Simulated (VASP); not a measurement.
# GdRe3 (Pm-3m) in VASP: single point with PBE+U

Aim: the single point of GdRe3 with PBE+U.

Everything below comes from runs of VASP 6.6.1. Logs are shortened: lines on timing, memory, paths and dates and some standing lists are left out, and cuts for length are marked.

## Step 1: The cell of the first run

It takes space group Pm-3m (No. 221, cubic). The conventional cell has a = 4.134 Å, b = 4.134 Å, c = 4.134 Å, α = 90.00°, β = 90.00°, γ = 90.00°. Gd (site symmetry m-3m) has 12 Re at 2.92 Å within 3.8 Å. Within 3.8 Å of Re (site symmetry 4/mmm) lie 4 Gd at 2.92 Å and 8 Re at 2.92 Å.

## Step 2: Single point, PBE+U, collinear spin, antiferromagnetic start

The input, INCAR:

```
SYSTEM = GdRe3
PREC = Accurate
ENCUT = 600
EDIFF = 1E-6
ISMEAR = 0
SIGMA = 0.05
LREAL = .FALSE.
LASPH = .TRUE.
NELM = 200
ALGO = Normal
ISIF = 2
LWAVE = .FALSE.
LCHARG = .FALSE.
ISPIN = 2
MAGMOM = 7 -7 0 0 0 0 0 0
LORBIT = 11
LMAXMIX = 6
LDAU = .TRUE.
LDAUTYPE = 2
LDAUL = 3 -1
LDAUU = 6 0
LDAUJ = 0 0
LDAUPRINT = 1
GGA = PE
NBANDS = 53
GGA_COMPAT = .FALSE.
```

The input, KPOINTS:

```
regular mesh
0
G
  8 8 4
  0 0 0
```

The input, POSCAR:

```
GdRe3
1.0
    4.1337201340      0.0000000000      4.1337201340
    0.0000000000      4.1337201340      4.1337201340
    0.0000000000      0.0000000000      8.2674402680
Gd Re
2 6
Direct
    0.0000000000      0.0000000000      0.0000000000
    0.0000000000      0.0000000000      0.5000000000
    0.0000000000      0.5000000000      0.0000000000
    0.5000000000      0.5000000000      0.5000000000
    0.5000000000      0.0000000000      0.0000000000
    0.0000000000      0.5000000000      0.5000000000
    0.5000000000      0.5000000000      0.0000000000
    0.5000000000      0.0000000000      0.5000000000
```

Potentials or basis: VASP PAW PBE potentials, release 64 (Gd, Re).

Started as:

```sh
> cat potpaw_PBE.64/Gd/POTCAR potpaw_PBE.64/Re/POTCAR > POTCAR
> mpirun -np 1 vasp_std > vasp.out
```

OUTCAR:

```text
SYSTEM = GdRe3
   PREC = Accurate
   ENCUT = 600
   EDIFF = 1E-6
   ISMEAR = 0
   LREAL = .FALSE.
   LASPH = .TRUE.
   NELM = 200
   ISIF = 2
   ISPIN = 2
   LORBIT = 11
   GGA = PE

 ion  position               nearest neighbor table
   1  0.000  0.000  0.000-   3 2.92   5 2.92   4 2.92   6 2.92   8 2.92   3 2.92   6 2.92   7 2.92
                             5 2.92   7 2.92   8 2.92   4 2.92
   2  0.000  0.000  0.500-   6 2.92   8 2.92   3 2.92   5 2.92   7 2.92   3 2.92   4 2.92   6 2.92
                             4 2.92   5 2.92   8 2.92   7 2.92
   3  0.000  0.500  0.000-   1 2.92   7 2.92   2 2.92   4 2.92   8 2.92   1 2.92   2 2.92   5 2.92
                             4 2.92   5 2.92   7 2.92   8 2.92
   4  0.500  0.500  0.500-   6 2.92   8 2.92   1 2.92   3 2.92   5 2.92   2 2.92   5 2.92   8 2.92
                             2 2.92   3 2.92   6 2.92   1 2.92
   5  0.500  0.000  0.000-   1 2.92   7 2.92   2 2.92   4 2.92   6 2.92   3 2.92   4 2.92   7 2.92
                             1 2.92   2 2.92   3 2.92   6 2.92
   6  0.000  0.500  0.500-   2 2.92   4 2.92   1 2.92   5 2.92   7 2.92   1 2.92   2 2.92   8 2.92
                             4 2.92   7 2.92   8 2.92   5 2.92
   7  0.500  0.500  0.000-   3 2.92   5 2.92   2 2.92   6 2.92   8 2.92   1 2.92   5 2.92   8 2.92
                             1 2.92   3 2.92   6 2.92   2 2.92
   8  0.500  0.000  0.500-   2 2.92   4 2.92   1 2.92   3 2.92   7 2.92   4 2.92   6 2.92   7 2.92
                             1 2.92   2 2.92   6 2.92   3 2.92

  LATTYP: Found a face centered cubic cell.
 ALAT       =     8.2674402680

  Lattice vectors:

 A1 = (   4.1337201340,  -4.1337201340,   0.0000000000)
 A2 = (   4.1337201340,   0.0000000000,   4.1337201340)
 A3 = (   0.0000000000,  -4.1337201340,   4.1337201340)

Analysis of symmetry for initial positions (statically):
=====================================================================
 Subroutine PRICEL returns following result:

  LATTYP: Found a simple cubic cell.
 ALAT       =     4.1337201340
[... 12 lines left out ...]
 Subroutine GETGRP returns: Found 48 space group operations
 (whereof 48 operations were pure point group operations)
 out of a pool of 48 trial point group operations.

The static configuration has the point symmetry O_h .

Analysis of symmetry for dynamics (positions and initial velocities):
=====================================================================
 Subroutine PRICEL returns following result:

  LATTYP: Found a simple cubic cell.
 ALAT       =     4.1337201340
[... 12 lines left out ...]
 Subroutine GETGRP returns: Found 48 space group operations
 (whereof 48 operations were pure point group operations)
 out of a pool of 48 trial point group operations.

The dynamic configuration has the point symmetry O_h .

Analysis of structural, dynamic, and magnetic symmetry:
=====================================================================
 Subroutine PRICEL returns following result:

  LATTYP: Found a simple cubic cell.
 ALAT       =     4.1337201340
[... 12 lines left out ...]
 Subroutine GETGRP returns: Found 48 space group operations
[... 214 lines left out ...]
  o =  0.0039  v =  0.6124 -0.0000 -0.7906  0.0000  0.0000  0.0000  0.0000  0.0000  0.0000  0.0000  0.0000  0.0000  0.0000  0.0000      0.0000  0.0000  0.0000  0.0000  0.0000  0.0000  0.0000  0.0000  0.0000  0.0000  0.0000  0.0000  0.0000  0.0000
  o =  0.0039  v =  0.0000  0.0000 -0.0000  0.0000 -0.7906  0.0001 -0.6124  0.0000  0.0000  0.0000  0.0000  0.0000  0.0000  0.0000      0.0000  0.0000  0.0000  0.0000  0.0000  0.0000  0.0000  0.0000  0.0000  0.0000  0.0000  0.0000  0.0000  0.0000
  o =  0.0073  v = -0.0000  0.0000 -0.0000 -1.0000  0.0000 -0.0000 -0.0000  0.0000  0.0000  0.0000  0.0000  0.0000  0.0000  0.0000      0.0000  0.0000  0.0000  0.0000  0.0000  0.0000  0.0000  0.0000  0.0000  0.0000  0.0000  0.0000  0.0000  0.0000
  o =  0.0073  v =  0.7906  0.0000  0.6124 -0.0000  0.0000  0.0000 -0.0000  0.0000  0.0000  0.0000  0.0000  0.0000  0.0000  0.0000      0.0000  0.0000  0.0000  0.0000  0.0000  0.0000  0.0000  0.0000  0.0000  0.0000  0.0000  0.0000  0.0000  0.0000
  o =  0.0073  v = -0.0000 -0.0000 -0.0000  0.0000  0.6124 -0.0000 -0.7906  0.0000  0.0000  0.0000  0.0000  0.0000  0.0000  0.0000      0.0000  0.0000  0.0000  0.0000  0.0000  0.0000  0.0000  0.0000  0.0000  0.0000  0.0000  0.0000  0.0000  0.0000
  o =  0.0094  v = -0.0000  1.0000 -0.0000  0.0000  0.0000  0.0000 -0.0000  0.0000  0.0000  0.0000  0.0000  0.0000  0.0000  0.0000      0.0000  0.0000  0.0000  0.0000  0.0000  0.0000  0.0000  0.0000  0.0000  0.0000  0.0000  0.0000  0.0000  0.0000
  o =  0.9838  v =  0.0000  0.0000  0.0000  0.0000  0.0000  0.0000  0.0000  0.0000 -0.0000 -0.0000  0.0000 -0.7906  0.0008 -0.6124      0.0000  0.0000  0.0000  0.0000  0.0000  0.0000  0.0000  0.0000  0.0000  0.0000  0.0000  0.0000  0.0000  0.0000
  o =  0.9838  v =  0.0000  0.0000  0.0000  0.0000  0.0000  0.0000  0.0000  0.6124 -0.0000 -0.7906  0.0000  0.0000  0.0000  0.0000      0.0000  0.0000  0.0000  0.0000  0.0000  0.0000  0.0000  0.0000  0.0000  0.0000  0.0000  0.0000  0.0000  0.0000
  o =  0.9838  v =  0.0000  0.0000  0.0000  0.0000  0.0000  0.0000  0.0000 -0.0000  0.0000  0.0000  0.0000  0.0007  1.0000  0.0005      0.0000  0.0000  0.0000  0.0000  0.0000  0.0000  0.0000  0.0000  0.0000  0.0000  0.0000  0.0000  0.0000  0.0000
  o =  0.9913  v =  0.0000  0.0000  0.0000  0.0000  0.0000  0.0000  0.0000 -0.0000  0.0000 -0.0000  0.0100 -0.6123 -0.0000  0.7905      0.0000  0.0000  0.0000  0.0000  0.0000  0.0000  0.0000  0.0000  0.0000  0.0000  0.0000  0.0000  0.0000  0.0000
  o =  0.9913  v =  0.0000  0.0000  0.0000  0.0000  0.0000  0.0000  0.0000  0.7906  0.0000  0.6124 -0.0000 -0.0000  0.0000  0.0000      0.0000  0.0000  0.0000  0.0000  0.0000  0.0000  0.0000  0.0000  0.0000  0.0000  0.0000  0.0000  0.0000  0.0000
  o =  0.9913  v =  0.0000  0.0000  0.0000  0.0000  0.0000  0.0000  0.0000  0.0000  0.0000  0.0000  0.9999  0.0061 -0.0000 -0.0079      0.0000  0.0000  0.0000  0.0000  0.0000  0.0000  0.0000  0.0000  0.0000  0.0000  0.0000  0.0000  0.0000  0.0000
  o =  0.9934  v =  0.0000  0.0000  0.0000  0.0000  0.0000  0.0000  0.0000 -0.0000  1.0000 -0.0000 -0.0000 -0.0000 -0.0000 -0.0000      0.0000  0.0000  0.0000  0.0000  0.0000  0.0000  0.0000  0.0000  0.0000  0.0000  0.0000  0.0000  0.0000  0.0000

 number of electron      77.9999998 magnetization      -0.0000000

 Free energy of the ion-electron system (eV)
  ---------------------------------------------------
  ext. energy  EPLUGINS =         0.00000000
  ---------------------------------------------------
  free energy    TOTEN  =       -90.56785626 eV

  energy without entropy =      -90.55747666  energy(sigma->0) =      -90.56266646

 E-fermi :   5.9324     XC(G=0): -12.8170

 val. band max:        5.9279264987   @ k =   0.2500   0.2500   0.0000
 cond. band min:       5.9443401209   @ k =   0.2500   0.1250   0.0000
 fundamental gap:      0.0164136222
 Fermi energy:         5.9323528217

 spin component 1

 k-point     1 :       0.0000    0.0000    0.0000
  band No.  band energies     occupation
      1     -37.4250      1.00000
      2     -34.2789      1.00000
      3     -15.0213      1.00000
      4     -15.0213      1.00000
      5     -15.0213      1.00000
      6     -12.8787      1.00000
[... 1015 lines left out ...]
     50       9.8690      0.00000
     51       9.8754      0.00000
 Fermi energy:         5.9323528217

 spin component 2

 k-point     1 :       0.0000    0.0000    0.0000
  band No.  band energies     occupation
      1     -37.4250      1.00000
      2     -34.2789      1.00000
      3     -15.0213      1.00000
      4     -15.0213      1.00000
      5     -15.0213      1.00000
      6     -12.8787      1.00000
[... 1015 lines left out ...]
     50       9.8664      0.00000
     51       9.8721      0.00000
 [bands above 51 left out]

------------------------ aborting loop because EDIFF is reached ----------------------------------------

  FORCE on cell =-STRESS in cart. coord.  units (eV):
  Direction    XX          YY          ZZ          XY          YZ          ZX
  --------------------------------------------------------------------------------------
  -------------------------------------------------------------------------------------
  Total       -0.0005310     -0.0005310     -0.0005310     -0.0000000      0.0000000     -0.0000000
  in kB       -0.0060225     -0.0060225     -0.0060225     -0.0000000      0.0000000     -0.0000000
  external PRESSURE =      -0.0060225 kB  Pullay stress =       0.0000000 kB

 VOLUME and BASIS-vectors are now :
 -----------------------------------------------------------------------------
  energy-cutoff  :      600.00
  volume of cell :      141.27
      direct lattice vectors                 reciprocal lattice vectors
     4.133720134  0.000000000  4.133720134     0.241912845  0.000000000  0.000000000
     0.000000000  4.133720134  4.133720134     0.000000000  0.241912845  0.000000000
     0.000000000  0.000000000  8.267440268    -0.120956423 -0.120956423  0.120956423

 POSITION                                       TOTAL-FORCE (eV/Angst)
 -----------------------------------------------------------------------------------
      0.00000      0.00000      0.00000        -0.000000      0.000000     -0.000000
      0.00000      0.00000      4.13372        -0.000000      0.000000      0.000000
      0.00000      2.06686      2.06686         0.000000      0.000000     -0.000000
      2.06686      2.06686      8.26744        -0.000000      0.000000      0.000000
      2.06686      0.00000      2.06686        -0.000000      0.000000     -0.000000
      0.00000      2.06686      6.20058        -0.000000      0.000000      0.000000
      2.06686      2.06686      4.13372        -0.000000      0.000000      0.000000
      2.06686      0.00000      6.20058        -0.000000     -0.000000     -0.000000
 -----------------------------------------------------------------------------------
    total drift:                                0.000000      0.000000     -0.000000

  FREE ENERGIE OF THE ION-ELECTRON SYSTEM (eV)
  ---------------------------------------------------
  free  energy   TOTEN  =       -90.5678562575 eV

  energy  without entropy=      -90.5574766613  energy(sigma->0) =      -90.56266646

 total charge

# of ion       s       p       d       f       tot
--------------------------------------------------
    1        2.074   5.646   0.811   6.954  15.485
    2        2.074   5.646   0.811   6.954  15.485
    3        0.606   0.436   4.741   0.000   5.783
    4        0.606   0.436   4.741   0.000   5.783
    5        0.606   0.436   4.741   0.000   5.783
    6        0.606   0.436   4.741   0.000   5.783
    7        0.606   0.436   4.741   0.000   5.783
    8        0.606   0.436   4.741   0.000   5.783
--------------------------------------------------
tot          7.786  13.910  30.066  13.907  65.670

 magnetization (x)

# of ion       s       p       d       f       tot
--------------------------------------------------
    1        0.003  -0.073   0.083   6.870   6.883
    2       -0.003   0.073  -0.083  -6.870  -6.883
    3        0.000   0.000   0.000   0.000   0.000
    4        0.000   0.000   0.000   0.000   0.000
    5        0.000   0.000   0.000   0.000   0.000
    6        0.000   0.000   0.000   0.000   0.000
    7        0.000   0.000   0.000   0.000   0.000
    8        0.000   0.000   0.000   0.000   0.000
--------------------------------------------------
tot          0.000   0.000   0.000   0.000   0.000
```

It took 23 min on 1 thread of Intel Xeon Platinum 8488C (Sapphire Rapids), shared host; peak memory 0.69 GiB.

Results:

* Free energy: -90.5679 eV
* Pressure: 0.0 GPa
* Band gap on the k mesh: zero (filled and empty bands overlap)
* Net moment: 0.00 μB per cell
* Site moments: Gd +6.88, -6.88; Re +0.00 μB
* Valence electrons inside the program's atomic spheres: Gd 15.48; Re 5.78

Levels at points of the mesh, in eV from the Fermi level:
Spin up:
```csv
k point,band 37,band 38,band 39,band 40,band 41,band 42
"(0.00, 0.00, 0.00)",-0.03,0.07,1.69,1.69,2.16,2.16
"(0.50, 0.00, 0.00)",-0.53,-0.50,-0.29,-0.13,0.03,0.03
"(0.00, 0.00, 0.50)",-0.25,-0.15,-0.15,0.31,0.34,0.53
```
Spin down:
```
           k point  band 37  band 38  band 39  band 40  band 41  band 42
(0.00, 0.00, 0.00)    -0.03     0.07     1.69     1.69     2.16     2.16
(0.50, 0.00, 0.00)    -0.53    -0.50    -0.29    -0.13     0.03     0.03
(0.00, 0.00, 0.50)    -0.25    -0.15    -0.15     0.31     0.34     0.53
```

Eigenvalues of the final occupation matrices:
```tsv
site	spin	trace	eigenvalues
site 1 f	1	6.92	0.98 0.98 0.98 0.99 0.99 0.99 0.99
site 1 f	2	0.04	0.00 0.00 0.00 0.01 0.01 0.01 0.01
site 2 f	1	0.04	0.00 0.00 0.00 0.01 0.01 0.01 0.01
site 2 f	2	6.92	0.98 0.98 0.98 0.99 0.99 0.99 0.99
```

Caveat: the antiferromagnetic order is the one typed at the start, and another may lie lower; spin-orbit coupling is left out, which moves the levels of the heavy elements.
